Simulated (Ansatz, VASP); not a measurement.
**TeMoS4 in VASP and in Ansatz**

The input INCAR:

```
PREC = Accurate
ENCUT = 520
EDIFF = 1E-6
ISMEAR = 0
SIGMA = 0.1
LREAL = F
LASPH = T
NELM = 150
ALGO = Normal
ISIF = 2
LWAVE = F
LCHARG = T
ISPIN = 2
MAGMOM = 0 1 0 0 0 0
LORBIT = 11
LMAXMIX = 4
GGA = PE
LELF = T
LVHAR = T
NBANDS = 35
```

KPOINTS

```
Automatic mesh
0
Gamma
  6 6 2
```

POSCAR

```
TeMoS4
1.0
    4.8120317000      0.0000000000      0.0000000000
   -2.4060158500      4.1673416900      0.0000000000
    0.0000000000      0.0000000000      8.3048755400
Te Mo S
1 1 4
Direct
    0.0000000000      0.0000000000      0.5000000000
    0.0000000000      0.0000000000      0.0000000000
    0.0000000000      0.0000000000      0.2335509100
    0.0000000000      0.0000000000      0.7664490900
    0.3333333300      0.6666666700      0.0000000000
    0.6666666700      0.3333333300      0.0000000000
```

Input for Ansatz:

```yaml
crystal:
  lattice:
    - [4.8120317, 0.0, 0.0]
    - [-2.40601585, 4.16734169, 0.0]
    - [0.0, 0.0, 8.30487554]
  atoms:
    - { symbol: Te, position: [0.0, 0.0, 0.5] }
    - { symbol: Mo, position: [0.0, 0.0, 0.0], spin: 1.0 }
    - { symbol: S, position: [0.0, 0.0, 0.23355091] }
    - { symbol: S, position: [0.0, 0.0, 0.76644909] }
    - { symbol: S, position: [0.33333333, 0.66666667, 0.0] }
    - { symbol: S, position: [0.66666667, 0.33333333, 0.0] }
basis:
  ecutwfc: 420
kpoints:
  mp_grid: { grid: [6, 6, 2] }
hamiltonian:
  xc: pbe
scf:
  occupations: { method: gaussian, width: 0.1 }
  lower_state_search: "off"
output:
  forces: true
  stress: true
  eigenvalues: true
  populations: true
magnetization:
  spin_polarized: true
```

Alike in both runs: task single point; functional PBE; k mesh 6 × 6 × 2; occupations gaussian, width 0.1 eV; collinear spin.

```csv
,VASP,Ansatz
version,VASP 6.6.1,Ansatz 0.2.0
potentials or method,"VASP PAW PBE potentials, release 64 (Te, Mo_sv, S), cutoff 520 eV","scalar-relativistic, plane waves, PAW"
valence electrons in the cell,44,54
```

|  | VASP | Ansatz | Ansatz less VASP |
| --- | --- | --- | --- |
| gap on the k mesh at the Fermi level (eV) | none | none | - |
| pressure (GPa) | 14.6 | 14.8 | +0.26 |
| traceless stress, the component that is largest in VASP (GPa) | 39.83 | 40.23 | +0.399 |
| rms of the force components (eV/Å) | 1.656 | 1.719 | +0.0627 |
| net moment per atom (μB) | 0.09 | 0.09 | +0.002 |
| size of the moment on the site where the two differ most (μB) | 0.07 | 0.04 | -0.035 |

Site moments also hang on the region over which each program counts them. Atom by atom the forces differ by 0.063 eV/Å (rms over components). A gap of «none» marks a metal or a gap that the smearing closes. The functional is the same, so the differences come from potentials, cutoffs and numerics. VASP's potentials hold 44 valence electrons a cell and Ansatz's 54, so a difference there can come from the potentials and not from the codes.

The k mesh is coarse, so the values compare programs but aren't converged. Spin-orbit coupling is off throughout.
